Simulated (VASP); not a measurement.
GaP: single point with r2SCAN

GaP:

```
CELL_PARAMETERS angstrom
0.00000 2.38073 3.57109
2.38073 0.00000 3.57109
2.38073 2.38073 0.00000
ATOMIC_POSITIONS crystal
Ga 0.00000 0.00000 0.00000
P 0.75000 0.75000 0.75000
```

This cell differs from its parent crystal: ratio of the length along z to the lengths across it x 1.5, volume and fractional coordinates fixed.

```yaml
Program: VASP 6.6.1
Task: single point
Functional: r2SCAN
Potentials_or_basis: VASP PAW PBE potentials, release 64 (Ga_d, P)
Cutoff: 520 eV
k_mesh: 10 × 10 × 10
Occupations: gaussian, width 0.05 eV
Spin: no spin polarisation
```

```yaml
Pressure: -1.1 GPa
Band_gap_on_the_k_mesh: zero (bands 9 and 10 overlap by 0.93 eV)
```

Stress tensor (GPa, compression positive):
```
 10.01   0.00   0.00
  0.00  10.01   0.00
  0.00   0.00 -23.41
```

Levels at points of the mesh, in eV from the Fermi level:
| k point | band 6 | band 7 | band 8 | band 9 | band 10 | band 11 | band 12 | band 13 |
| --- | --- | --- | --- | --- | --- | --- | --- | --- |
| (0.00, 0.00, 0.00) | -13.67 | -3.37 | -1.08 | 0.41 | 0.41 | 4.12 | 4.12 | 4.89 |
| (0.50, 0.00, 0.00) | -11.43 | -7.43 | -3.69 | -1.16 | 0.38 | 5.93 | 6.29 | 7.18 |
| (0.50, 0.50, 0.00) | -11.91 | -9.29 | -1.14 | -1.14 | 3.78 | 4.07 | 7.55 | 9.74 |
| (0.50, 0.00, 0.50) | -9.88 | -6.46 | -4.08 | -3.83 | 0.22 | 0.42 | 6.26 | 6.39 |

Wall time 110 s on 1 thread of Intel(R) Xeon(R) 6975P-C (Granite Rapids), with other jobs on the host, peak memory 0.22 GiB.

Caveat: the stress differs along the axes, from -23 to 10 GPa; the PAW data sets were made with another functional, which shifts forces and pressure a little.
